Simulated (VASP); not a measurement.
MgSe: single point with r2SCAN

MgSe:

```xyz
2
Lattice="0.0000 2.7363 2.7363 2.7363 0.0000 2.7363 2.7363 2.7363 0.0000" Properties=species:S:1:pos:R:3 pbc="T T T"
Mg    0.0000    0.0000    0.0000
Se    2.7363    2.7363    2.7363
```

```json
{
  "Program": "VASP 6.6.1",
  "Task": "single point",
  "Functional": "r2SCAN",
  "Potentials or basis": "VASP PAW PBE potentials, release 64 (Mg, Se)",
  "Cutoff": "660 eV",
  "k mesh": "8 × 8 × 8",
  "Occupations": "gaussian, width 0.01 eV",
  "Spin": "no spin polarisation",
  "Dipole correction": "no",
  "Further INCAR settings": "ALGO = Normal; EDIFF = 1e-06; NBANDS = 11"
}
```

```json
{
 "Pressure": "-0.3 GPa",
 "Band gap on the k mesh": "2.44 eV (least direct gap 3.41 eV)"
}
```

Levels at points of the mesh, in eV from the valence-band top:
```csv
k point,band 1,band 2,band 3,band 4,band 5,band 6,band 7,band 8
"(0.00, 0.00, 0.00)",-13.32,0.00,0.00,0.00,3.41,8.03,8.03,8.03
"(0.50, 0.00, 0.00)",-12.19,-4.91,-0.60,-0.60,4.51,6.70,6.70,9.57
"(0.50, 0.50, 0.00)",-11.86,-4.26,-1.79,-1.79,2.44,4.56,12.74,13.18
```

Run time: 69 s on 1 thread of Intel Xeon 8259CL, with other jobs on the host, peak memory 0.2 GiB.

Caveat: the PAW data sets were made with another functional, which shifts forces and pressure a little. A k mesh can miss the band edges.
